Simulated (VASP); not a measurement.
# CO2 (Pbca) in VASP: a series of runs

The runs below take CO2 through single point, with PBE.

Everything below comes from runs of VASP 6.6.1. Logs are shortened: lines on timing, memory, paths and dates and some standing lists are left out, and cuts for length are marked.

### Step 1. The cell of the first run

It takes space group Pbca (No. 61, orthorhombic). The conventional cell has a = 5.360 Å, b = 5.903 Å, c = 5.903 Å, α = 90.00°, β = 90.00°, γ = 90.00°. C (site symmetry -1) has 2 O at 1.11 Å within 1.5 Å. O (site symmetry 1) has 1 C at 1.11 Å within 1.5 Å.

### Step 2. Single point, PBE (volume 15.561 Å^3 an atom, c/a of the conventional cell 0.9080)

The input, INCAR:

```
PREC = Accurate ; ENCUT = 520
EDIFF = 1E-7 ; ISMEAR = 0
SIGMA = 0.05 ; LREAL = False
LASPH = True ; NELM = 60
ALGO = Normal ; ISIF = 2
LWAVE = False ; LCHARG = True
GGA = PE ; LELF = True
LVHAR = True ; NBANDS = 44
```

The input, KPOINTS:

```
regular mesh
0
Gamma
  4 4 4
```

The input, POSCAR:

```
CO2
1.0
    5.9026128653      0.0000000000      0.0000000000
    0.0000000000      5.9026128653      0.0000000000
    0.0000000000      0.0000000000      5.3595724817
C O
4 8
Direct
    0.0000000000      0.0000000000      0.0000000000
    0.5000000000      0.0000000000      0.5000000000
    0.5000000000      0.5000000000      0.0000000000
    0.0000000000      0.5000000000      0.5000000000
    0.1114834447      0.1114834447      0.1114834447
    0.3885165553      0.8885165553      0.6114834447
    0.6114834447      0.3885165553      0.8885165553
    0.8885165553      0.6114834447      0.3885165553
    0.8885165553      0.8885165553      0.8885165553
    0.6114834447      0.1114834447      0.3885165553
    0.3885165553      0.6114834447      0.1114834447
    0.1114834447      0.3885165553      0.6114834447
```

Potentials or basis: VASP PAW PBE potentials, release 64 (C, O).

Run with:

```sh
$ cat potpaw_PBE.64/C/POTCAR potpaw_PBE.64/O/POTCAR > POTCAR
$ mpirun -np 1 vasp_std > vasp.out
```

OUTCAR:

```text
PREC = Accurate
   ENCUT = 520
   EDIFF = 1E-7
   ISMEAR = 0
   LREAL = False
   LASPH = True
   NELM = 60
   ISIF = 2
   GGA = PE

 ion  position               nearest neighbor table
   1  0.000  0.000  0.000-   5 1.11   9 1.11
   2  0.500  0.000  0.500-   6 1.11  10 1.11
   3  0.500  0.500  0.000-   7 1.11  11 1.11
   4  0.000  0.500  0.500-   8 1.11  12 1.11
   5  0.111  0.111  0.111-   1 1.11
   6  0.389  0.889  0.611-   2 1.11
   7  0.611  0.389  0.889-   3 1.11
   8  0.889  0.611  0.389-   4 1.11
   9  0.889  0.889  0.889-   1 1.11
  10  0.611  0.111  0.389-   2 1.11
  11  0.389  0.611  0.111-   3 1.11
  12  0.111  0.389  0.611-   4 1.11

  LATTYP: Found a simple tetragonal cell.
 ALAT       =     5.9026128653
 C/A-ratio  =     0.9080000000

  Lattice vectors:

 A1 = (   5.9026128653,   0.0000000000,   0.0000000000)
 A2 = (   0.0000000000,   5.9026128653,   0.0000000000)
 A3 = (   0.0000000000,   0.0000000000,   5.3595724817)

Analysis of symmetry for initial positions (statically):
=====================================================================
 Subroutine PRICEL returns:
 Original cell was already a primitive cell.

 Routine SETGRP: Setting up the symmetry group for a
 simple tetragonal supercell.

 Subroutine GETGRP returns: Found  8 space group operations
 (whereof  2 operations were pure point group operations)
 out of a pool of 16 trial point group operations.

The static configuration has the point symmetry S_2 .
 The point group associated with its full space group is D_2h.

Analysis of symmetry for dynamics (positions and initial velocities):
=====================================================================
 Subroutine PRICEL returns:
 Original cell was already a primitive cell.

 Routine SETGRP: Setting up the symmetry group for a
 simple tetragonal supercell.

 Subroutine GETGRP returns: Found  8 space group operations
 (whereof  2 operations were pure point group operations)
 out of a pool of 16 trial point group operations.

The dynamic configuration has the point symmetry S_2 .
 The point group associated with its full space group is D_2h.

 Subroutine INISYM returns: Found  8 space group operations
 (whereof  2 operations are pure point group operations),
 and found     1 'primitive' translations

----------------------------------------------------------------------------------------

                                     Primitive cell

  volume of cell :     186.7320

  direct lattice vectors                    reciprocal lattice vectors
     5.902612865  0.000000000  0.000000000     0.169416498  0.000000000  0.000000000
     0.000000000  5.902612865  0.000000000     0.000000000  0.169416498  0.000000000
     0.000000000  0.000000000  5.359572482     0.000000000  0.000000000  0.186582046

  length of vectors
     5.902612865  5.902612865  5.359572482     0.169416498  0.169416498  0.186582046

  position of ions in fractional coordinates (direct lattice)
     0.000000000  0.000000000  0.000000000
     0.500000000  0.000000000  0.500000000
     0.500000000  0.500000000  0.000000000
     0.000000000  0.500000000  0.500000000
     0.111483445  0.111483445  0.111483445
     0.388516555  0.888516555  0.611483445
     0.611483445  0.388516555  0.888516555
     0.888516555  0.611483445  0.388516555
     0.888516555  0.888516555  0.888516555
     0.611483445  0.111483445  0.388516555
     0.388516555  0.611483445  0.111483445
     0.111483445  0.388516555  0.611483445

  ion indices of the primitive-cell ions
   primitive index   ion index
                 1           1
                 2           2
                 3           3
                 4           4
                 5           5
                 6           6
                 7           7
                 8           8
                 9           9
                10          10
                11          11
                12          12

----------------------------------------------------------------------------------------

 KPOINTS: regular mesh

Automatic generation of k-mesh.
 Grid dimensions read from file:
 generate k-points for:    4    4    4

 Generating k-lattice:

  Cartesian coordinates                     Fractional coordinates (reciprocal lattice)
     0.042354124  0.000000000  0.000000000     0.250000000  0.000000000  0.000000000
     0.000000000  0.042354124  0.000000000     0.000000000  0.250000000  0.000000000
     0.000000000  0.000000000  0.046645512     0.000000000  0.000000000  0.250000000

  Length of vectors
     0.042354124  0.042354124  0.046645512

  Shift w.r.t. Gamma in fractional coordinates (k-lattice)
     0.000000000  0.000000000  0.000000000

 Subroutine IBZKPT returns following result:
 ===========================================

 Found     27 irreducible k-points:

 Following reciprocal coordinates:
            Coordinates               Weight
  0.000000  0.000000  0.000000      1.000000
  0.250000  0.000000  0.000000      2.000000
  0.000000  0.250000  0.000000      2.000000
  0.500000  0.000000  0.000000      1.000000
  0.000000  0.500000  0.000000      1.000000
  0.250000  0.250000  0.000000      4.000000
[... 16 lines left out ...]
  0.000000  0.500000  0.500000      1.000000
  0.250000  0.250000  0.500000      4.000000
 [... further k-points ...]
   k-points           NKPTS =     27   k-points in BZ     NKDIM =     27   number of bands    NBANDS=     44
   number of dos      NEDOS =    301   number of ions     NIONS =     12
   total plane-waves  NPLWV =  92160
   dimension x,y,z NGX =    48 NGY =   48 NGZ =   40
   dimension x,y,z NGXF=    96 NGYF=   96 NGZF=   80
   ions per type =               4   8
   NGX,Y,Z   is equivalent  to a cutoff of  13.52, 13.52, 12.41 a.u.
   NGXF,Y,Z  is equivalent  to a cutoff of  27.04, 27.04, 24.81 a.u.
 SYSTEM =  unknown system
   PREC   = accura    normal or accurate (medium, high low for compatibility)
   ISTART =      0    job   : 0-new  1-cont  2-samecut
   ICHARG =      2    charge: 1-file 2-atom 10-const
   ISPIN  =      1    spin polarized calculation?
   LNONCOLLINEAR =      F non collinear calculations
   LSORBIT =      F    spin-orbit coupling
   LASPH  =      T    aspherical Exc in radial PAW
   ENCUT  =  520.0 eV  38.22 Ry    6.18 a.u.  10.97 10.97  9.97*2*pi/ulx,y,z
   NELM   =     60;   NELMIN=  2; NELMDL= -5     # of ELM steps
   EDIFF  = 0.1E-06   stopping-criterion for ELM
   LREAL  =      F    real-space projection
   EDIFFG = 0.1E-05   stopping-criterion for IOM
   NSW    =      0    number of steps for IOM
   IBRION =     -1    ionic relax: 0-MD 1-quasi-New 2-CG
   NFREE  =      0    steps in history (QN), initial steepest desc. (CG)
   ISIF   =      2    stress and relaxation
   ISYM   =      2    0-nonsym 1-usesym 2-fastsym
   POTIM  = 0.5000    time-step for ionic-motion
   TEBEG  =    0.0;   TEEND  =   0.0 temperature during run
   PSTRESS=    0.0 pullay stress
   NELECT =      64.0000    total number of electrons
   NUPDOWN=      -1.0000    fix difference up-down
   EMIN   =  10.00;   EMAX   =-10.00  energy-range for DOS
   EFERMI =   0.00;   METHOD = LEGACY
   ISMEAR =     0;   SIGMA  =   0.05  broadening in eV -4-tet -1-fermi 0-gaus
   EFERMI_NEDOS =   21; number of points for ismear=-14 and -15
   IALGO  =     38    algorithm
   IMIX   =      4    mixing-type and parameters
     AMIX     =   0.40;   BMIX     =  1.00
     AMIX_MAG =   1.60;   BMIX_MAG =  1.00
  volume/ion in A,a.u.               =      15.56       105.01
  Fermi-wavevector in a.u.,A,eV,Ry     =   1.145676  2.165014 17.858654  1.312574
  Thomas-Fermi vector in A             =   2.282364
   LORBIT       =      0    0 simple, 1 ext, 2 COOP (PROOUT), +10 PAW based schemes
   GGA     = PE    functional components
   LHFCALC =     F    Hartree Fock is set to
   AEXX    =    0.0000 exact exchange contribution
   IVDW    =     0    specifies the selected vdW correction
   LEPSILON=     F    determine dielectric tensor
   LRPA    =     F    only Hartree local field effects (RPA)
 non-spin polarized calculation
 Gauss-broadening in eV      SIGMA  =   0.05
  energy-cutoff  :      520.00
  volume of cell :      186.73
 maximum number of plane-waves:      5068
 NGX is ok and might be reduce to    48
   NGX = 21   NGY = 21   NGZ = 19

 number of electron      63.9999993 magnetization

 Free energy of the ion-electron system (eV)
  ---------------------------------------------------
  ext. energy  EPLUGINS =         0.00000000
  ---------------------------------------------------
  free energy    TOTEN  =       -89.87366643 eV

  energy without entropy =      -89.87366643  energy(sigma->0) =      -89.87366643

 E-fermi :  -3.8177     XC(G=0):  -7.5006

 val. band max:       -4.0356897163   @ k =   0.0000   0.0000   0.0000
 cond. band min:       3.0955538465   @ k =   0.0000   0.0000   0.0000
 fundamental gap:      7.1312435628
 Fermi energy:        -3.8176858165

 k-point     1 :       0.0000    0.0000    0.0000
  band No.  band energies     occupation
      1     -25.3067      2.00000
      2     -25.1826      2.00000
      3     -25.1777      2.00000
      4     -25.1518      2.00000
      5     -24.2615      2.00000
      6     -24.2562      2.00000
[... 36 lines left out ...]
     43       6.8901      0.00000
     44       7.7300      0.00000

 k-point     2 :       0.2500    0.0000    0.0000
  band No.  band energies     occupation
      1     -25.2890      2.00000
      2     -25.2012      2.00000
      3     -25.1737      2.00000
      4     -25.1555      2.00000
      5     -24.2599      2.00000
      6     -24.2561      2.00000
[... 36 lines left out ...]
     43       7.2257      0.00000
     44       8.0895      0.00000

 k-point     3 :       0.0000    0.2500    0.0000
  band No.  band energies     occupation
      1     -25.2883      2.00000
      2     -25.1973      2.00000
      3     -25.1780      2.00000
      4     -25.1564      2.00000
      5     -24.2552      2.00000
      6     -24.2517      2.00000
[... 976 lines left out ...]
     43       6.1032      0.00000
     44       6.1032      0.00000

 k-point    24 :       0.2500    0.2500    0.5000
  band No.  band energies     occupation
      1     -25.2173      2.00000
      2     -25.2173      2.00000
      3     -25.1918      2.00000
      4     -25.1918      2.00000
      5     -24.2447      2.00000
      6     -24.2447      2.00000
[... 36 lines left out ...]
     43       6.9489      0.00000
     44       6.9489      0.00000

 [... further k-points ...]
[... 5 lines left out ...]
  --------------------------------------------------------------------------------------
  -------------------------------------------------------------------------------------
  Total       28.4032756     28.5093127     24.1991470      0.0000000      0.0000000      0.0000000
  in kB      243.7026551    244.6124631    207.6308547      0.0000000      0.0000000      0.0000000
  external PRESSURE =     231.9819910 kB  Pullay stress =       0.0000000 kB

 VOLUME and BASIS-vectors are now :
 -----------------------------------------------------------------------------
  energy-cutoff  :      520.00
  volume of cell :      186.73
      direct lattice vectors                 reciprocal lattice vectors
     5.902612865  0.000000000  0.000000000     0.169416498  0.000000000  0.000000000
     0.000000000  5.902612865  0.000000000     0.000000000  0.169416498  0.000000000
     0.000000000  0.000000000  5.359572482     0.000000000  0.000000000  0.186582046

 POSITION                                       TOTAL-FORCE (eV/Angst)
 -----------------------------------------------------------------------------------
      0.00000      0.00000      0.00000        -0.000000     -0.000000      0.000000
      2.95131      0.00000      2.67979        -0.000000     -0.000000      0.000000
      2.95131      2.95131      0.00000        -0.000000     -0.000000      0.000000
      0.00000      2.95131      2.67979        -0.000000     -0.000000      0.000000
      0.65804      0.65804      0.59750         5.395776      5.372479      4.914840
      2.29326      5.24457      3.27729        -5.395776     -5.372479      4.914840
      3.60935      2.29326      4.76207         5.395776     -5.372479     -4.914840
      5.24457      3.60935      2.08228        -5.395776      5.372479     -4.914840
      5.24457      5.24457      4.76207        -5.395776     -5.372479     -4.914840
      3.60935      0.65804      2.08228         5.395776      5.372479     -4.914840
      2.29326      3.60935      0.59750        -5.395776      5.372479      4.914840
      0.65804      2.29326      3.27729         5.395776     -5.372479      4.914840
 -----------------------------------------------------------------------------------
    total drift:                               -0.000000      0.000000      0.000000

  FREE ENERGIE OF THE ION-ELECTRON SYSTEM (eV)
  ---------------------------------------------------
  free  energy   TOTEN  =       -89.8736664306 eV

  energy  without entropy=      -89.8736664306  energy(sigma->0) =      -89.87366643
```

It took 1.7 min on 1 thread of Intel Xeon 6975P-C (Granite Rapids), shared host; peak memory 0.36 GiB.

Results:

```
Free energy            : -89.8737 eV
Pressure               : 23.2 GPa
Largest force          : 9.063 eV/Å
Band gap on the k mesh : 7.13 eV, direct
```

Forces in eV/Å, atoms in the order of the input:
```
C    0.000  0.000  0.000
C    0.000  0.000  0.000
C    0.000  0.000  0.000
C    0.000  0.000  0.000
O    5.396  5.372  4.915
O   -5.396 -5.372  4.915
O    5.396 -5.372 -4.915
O   -5.396  5.372 -4.915
O   -5.396 -5.372 -4.915
O    5.396  5.372 -4.915
O   -5.396  5.372  4.915
O    5.396 -5.372  4.915
```

Stress tensor (GPa, compression positive):
```
24.37  0.00  0.00
 0.00 24.46  0.00
 0.00  0.00 20.76
```

Caveat: forces of over 1 eV/Å act on the atoms, so gaps and moduli don't describe the material at rest.

### Step 3. Single point, PBE (volume 17.932 Å^3 an atom, c/a of the conventional cell 0.9080)

The input, INCAR:

```
SYSTEM = CO2
PREC = Accurate ; ENCUT = 520
EDIFF = 1E-7 ; ISMEAR = 0
SIGMA = 0.05 ; LREAL = .FALSE.
LASPH = .TRUE. ; NELM = 60
ALGO = Normal ; ISIF = 2
LWAVE = .FALSE. ; LCHARG = .FALSE.
GGA = PE ; NBANDS = 44
```

The input, KPOINTS:

```
regular mesh
0
G
  4 4 4
  0 0 0
```

Changes to POSCAR since step 2:

```diff
@@ -2,5 +2,5 @@
 1.0
-    5.9026128653      0.0000000000      0.0000000000
-    0.0000000000      5.9026128653      0.0000000000
-    0.0000000000      0.0000000000      5.3595724817
+    6.1883477307      0.0000000000      0.0000000000
+    0.0000000000      6.1883477307      0.0000000000
+    0.0000000000      0.0000000000      5.6190197394
 C O
```

Potentials or basis: VASP PAW PBE potentials, release 64 (C, O).

Run with:

```sh
$ cat potpaw_PBE.64/C/POTCAR potpaw_PBE.64/O/POTCAR > POTCAR
$ mpirun -np 1 vasp_std > vasp.out
```

It took 5.1 min on 1 thread of Oxide Virtual Turin-like, shared host; peak memory 0.36 GiB.

Results (log left out):

* Free energy: -92.1532 eV
* Pressure: 3.9 GPa
* Largest force: 1.762 eV/Å
* Band gap on the k mesh: 6.64 eV, direct

Forces in eV/Å, atoms in the order of the input:
```
C    0.000  0.000  0.000
C    0.000  0.000  0.000
C    0.000  0.000  0.000
C    0.000  0.000  0.000
O    1.050  1.036  0.964
O   -1.050 -1.036  0.964
O    1.050 -1.036 -0.964
O   -1.050  1.036 -0.964
O   -1.050 -1.036 -0.964
O    1.050  1.036 -0.964
O   -1.050  1.036  0.964
O    1.050 -1.036  0.964
```

Stress tensor (GPa, compression positive):
```
4.03 0.00 0.00
0.00 4.08 0.00
0.00 0.00 3.65
```

Levels at points of the mesh, in eV from the valence-band top:
| k point | band 29 | band 30 | band 31 | band 32 | band 33 | band 34 | band 35 | band 36 |
| --- | --- | --- | --- | --- | --- | --- | --- | --- |
| (0.00, 0.00, 0.00) | -0.17 | -0.16 | -0.14 | 0.00 | 6.64 | 8.25 | 8.29 | 8.36 |
| (0.50, 0.00, 0.00) | -0.24 | -0.24 | -0.09 | -0.09 | 7.87 | 7.87 | 8.19 | 8.19 |
| (0.00, 0.50, 0.00) | -0.24 | -0.24 | -0.11 | -0.11 | 7.87 | 7.87 | 8.28 | 8.28 |
| (0.50, 0.50, 0.00) | -0.24 | -0.24 | -0.24 | -0.24 | 8.21 | 8.21 | 8.21 | 8.21 |
| (0.00, 0.00, 0.50) | -0.23 | -0.23 | -0.14 | -0.14 | 8.12 | 8.12 | 8.25 | 8.25 |
| (0.50, 0.00, 0.50) | -0.21 | -0.21 | -0.21 | -0.21 | 8.20 | 8.20 | 8.20 | 8.20 |
| (0.00, 0.50, 0.50) | -0.19 | -0.19 | -0.19 | -0.19 | 8.22 | 8.22 | 8.22 | 8.22 |
| (0.50, 0.50, 0.50) | -0.20 | -0.20 | -0.20 | -0.20 | 8.28 | 8.28 | 8.28 | 8.28 |

Caveat: forces of over 1 eV/Å act on the atoms, so gaps and moduli don't describe the material at rest. A k mesh can miss the band edges.
